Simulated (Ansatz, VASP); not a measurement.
HfN: VASP beside Ansatz

```xyz
2
Lattice="0.0226 2.2703 2.2703 2.2703 0.0226 2.2703 2.2703 2.2703 0.0226" Properties=species:S:1:pos:R:3 pbc="T T T"
Hf    0.0000    0.0000    0.0000
N     2.2816    2.2816    2.2816
```

Change from the starting cell: equal xy, yz and zx shear strains of +1 %, PAW files.

Alike in both runs: task electric field gradients; functional PBEsol; k mesh 10 × 10 × 10; occupations fermi-dirac, width 0.01 eV; no spin polarisation.

|  | VASP | Ansatz |
| --- | --- | --- |
| version | VASP 6.6.1 | Ansatz 0.2.0 |
| potentials or method | VASP PAW PBE potentials, release 64 (Hf_pv, N) | PAW with Ansatz's default frozen-core files, scalar-relativistic |
| plane-wave cutoff (eV) | 520 | 420 |
| valence electrons in the cell | 15 | 31 |

Ansatz gave:

* pressure (GPa): -3.0
* traceless stress, the component that is largest in VASP (GPa): -1.07
* size of Vzz on the site where it differs most (V/Å²): 8.4

Estimate VASP's values.

pressure (GPa): -5.2; traceless stress, the component that is largest in VASP (GPa): -1.02; size of Vzz on the site where it differs most (V/Å²): 7.9.

VASP's potentials were made for PBE, not for PBEsol. VASP's potentials hold 15 valence electrons a cell and Ansatz's 31, so a difference there can come from the potentials and not from the codes.

Neither program's run includes spin-orbit coupling.
